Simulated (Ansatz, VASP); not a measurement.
**Two plane-wave programs on K**

INCAR

```
PREC     = Accurate       # precision mode
ENCUT    = 520            # plane-wave cutoff, eV
EDIFF    = 1E-6           # SCF threshold, eV
ISMEAR   = -1             # smearing method
SIGMA    = 0.1            # smearing width, eV
LREAL    = F              # projectors in reciprocal space
LASPH    = T              # aspherical terms in the spheres
NELM     = 80             # most SCF steps
ALGO     = Normal         # electronic algorithm
ISIF     = 2              # what is computed and relaxed
LWAVE    = F              # write WAVECAR
LCHARG   = F              # write CHGCAR
GGA      = RP             # functional
NBANDS   = 10             # bands
```

File KPOINTS:

```
Automatic mesh
0
Gamma
  8 8 8
```

File POSCAR:

```
K
1.0
    4.5923324300      0.0000000000      0.0000000000
    0.0000000000      4.5923324300      0.0000000000
    0.0000000000      0.0000000000      4.5923324300
K
1
Direct
    0.0000000000      0.0000000000      0.0000000000
```

Input for Ansatz:

```yaml
crystal:
  lattice:
    - [4.59233243, 0.0, 0.0]
    - [0.0, 4.59233243, 0.0]
    - [0.0, 0.0, 4.59233243]
  atoms:
    - { symbol: K, position: [0.0, 0.0, 0.0] }
hamiltonian:
  xc: rpbe
  pseudopotentials:
    kind: paw
    azcp:
      K: "pseudopotentials/K.paw.azcp"
basis:
  ecutwfc: 420
  fft_grid_basis: typed
kpoints:
  mp_grid: { grid: [8, 8, 8], shift: [0, 0, 0] }
magnetization:
  spin_polarized: false
scf:
  occupations: { method: fermi_dirac, width: 0.1 }
  lower_state_search: "off"
output:
  stress: true
```

Alike in both runs: task single point; functional RPBE; k mesh 8 × 8 × 8; occupations fermi-dirac, width 0.1 eV; no spin polarisation.

```csv
,VASP,Ansatz
version,VASP 6.6.1,Ansatz 0.2.0
potentials or method,"VASP PAW PBE potentials, release 64 (K_sv), cutoff 520 eV","plane waves (420 eV) with PAW, scalar-relativistic"
valence electrons in the cell,9,9
```

```tsv
	VASP	Ansatz	Ansatz less VASP
pressure (GPa)	-0.2	-0.2	+0.01
```

VASP's potentials were made for PBE, not for RPBE.
